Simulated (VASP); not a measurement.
Write the native input for VASP 6.6.1 that does the following.

* Task: single point
* Functional: PBEsol
* Potentials or basis: VASP PAW PBE potentials, release 64 (Ca_sv, O)
* Cutoff: 520 eV
* k mesh: 8 × 8 × 8
* Occupations: gaussian, width 0.01 eV
* Spin: no spin polarisation
* Dipole correction: no
* Further INCAR settings: ALGO = Normal; EDIFF = 1e-06; NBANDS = 15

The structure of CaO lies in POSCAR:

```
CaO
1.0
    2.3716583792      2.3716583792      0.0000000000
   -2.3716583792      2.3716583792      0.0000000000
    0.0000000000      2.3716583792      2.3907269892
Ca O
1 1
Direct
    0.0000000000      0.0000000000      0.0000000000
    0.5000000000      0.5000000000      0.0000000000
```

This cell differs from its parent crystal: in-plane strain -0.005.

The input as run:

INCAR

```
PREC     = Accurate       # precision mode
ENCUT    = 520            # plane-wave cutoff, eV
EDIFF    = 1E-6           # SCF threshold, eV
ISMEAR   = 0              # smearing method
SIGMA    = 0.01           # smearing width, eV
LREAL    = F              # projectors in reciprocal space
LASPH    = T              # aspherical terms in the spheres
NELM     = 80             # most SCF steps
ALGO     = Normal         # electronic algorithm
ISIF     = 2              # what is computed and relaxed
LWAVE    = F              # write WAVECAR
LCHARG   = F              # write CHGCAR
GGA      = PS             # functional
NBANDS   = 15             # bands
```

KPOINTS

```
Automatic mesh
0
Gamma
  8 8 8
```

Potentials or basis: VASP PAW PBE potentials, release 64 (Ca_sv, O).

The run is started by

```sh
$ cat potpaw_PBE.64/Ca_sv/POTCAR potpaw_PBE.64/O/POTCAR > POTCAR
$ mpirun -np 1 vasp_std > vasp.out
```

Results of the run:

```json
{
  "Pressure": "1.5 GPa",
  "Band gap on the k mesh": "3.50 eV, indirect (least direct gap 3.88 eV)"
}
```

Caveat: the cell differs from its parent crystal (in-plane strain -0.005); the PAW data sets were made with another functional, which shifts forces and pressure a little.

It took 13 s on 1 thread of Intel(R) Xeon(R) Platinum 8559C (Emerald Rapids), with other jobs on the host, peak memory 0.17 GiB.
